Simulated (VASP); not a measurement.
## Nb: relaxation of cell and atoms with BLYP

Nb:

```
Nb
1.0
     2.94032    0.00000    0.00000
    -1.47016    2.54639    0.00000
     0.00000    0.00000    4.80154
Nb
2
Direct
  0.33333 0.66667 0.25000
  0.66667 0.33333 0.75000
```

| Quantity | Value |
| --- | --- |
| Program | VASP 6.6.1 |
| Task | relaxation of cell and atoms |
| Functional | BLYP |
| Potentials or basis | VASP PAW PBE potentials, release 64 (Nb_sv) |
| Cutoff | 600 eV |
| k mesh | 12 × 12 × 7 |
| Occupations | fermi-dirac, width 0.1 eV |
| Spin | no spin polarisation |
| Dipole correction | no |
| Further INCAR settings | ALGO = Normal; EDIFF = 1e-06; IBRION = 2; EDIFFG = -0.01; NSW = 80; ISIF = 3 |

- Relaxed volume: 19.44 Å³/atom
- Relaxed cell: a = 2.896 Å, b = 2.896 Å, c = 5.354 Å, α = 90.00°, β = 90.00°, γ = 120.00°
- Space group after relaxing (to 0.05 Å): P6_3/mmc (No. 194)
- Energy gained by relaxing: 117.5 meV/atom
- Ionic steps: 10
- Pressure after relaxing: 0.0 GPa
- Band gap on the k mesh: zero (band 13 reaches 12.57 eV, above the bottom of band 14 at 10.32 eV)

Step by step:
```
step  energy change (eV)  largest force (eV/Å)  pressure (GPa)  volume (Å³)
   1              0.0000                0.0000           13.11        35.95
   2              0.1110                0.0000          -15.02        44.13
   3             -0.1324                0.0000           -1.52        39.20
   4             -0.1974                0.0000           -1.75        39.24
   5             -0.1354                0.0000            1.74        39.01
   6             -0.2320                0.0000           -1.43        39.23
   7             -0.2338                0.0000           -1.21        39.21
   8             -0.2338                0.0000           -1.25        39.21
   9             -0.2306                0.0000            2.40        38.27
  10             -0.2351                0.0000           -0.02        38.88
```

Final structure:
```
CELL_PARAMETERS angstrom
2.89580 0.00000 0.00000
-1.44790 2.50784 0.00000
0.00000 0.00000 5.35413
ATOMIC_POSITIONS crystal
Nb 0.33333 0.66667 0.25000
Nb 0.66667 0.33333 0.75000
```

Levels at points of the mesh, in eV from the Fermi level:
```tsv
k point	band 9	band 10	band 11	band 12	band 13	band 14	band 15	band 16	band 17
(0.00, 0.00, 0.00)	-5.92	-3.73	-1.06	0.30	0.30	0.48	0.68	0.68	2.46
(0.50, 0.00, 0.00)	-3.42	-3.14	-3.01	-0.54	0.29	0.37	0.76	4.06	5.16
```

Run time: 14 min on 1 thread of AMD EPYC 7R13 (shared host), peak memory 0.17 GiB.

Caveat: the PAW data sets were made with another functional, which shifts forces and pressure a little.
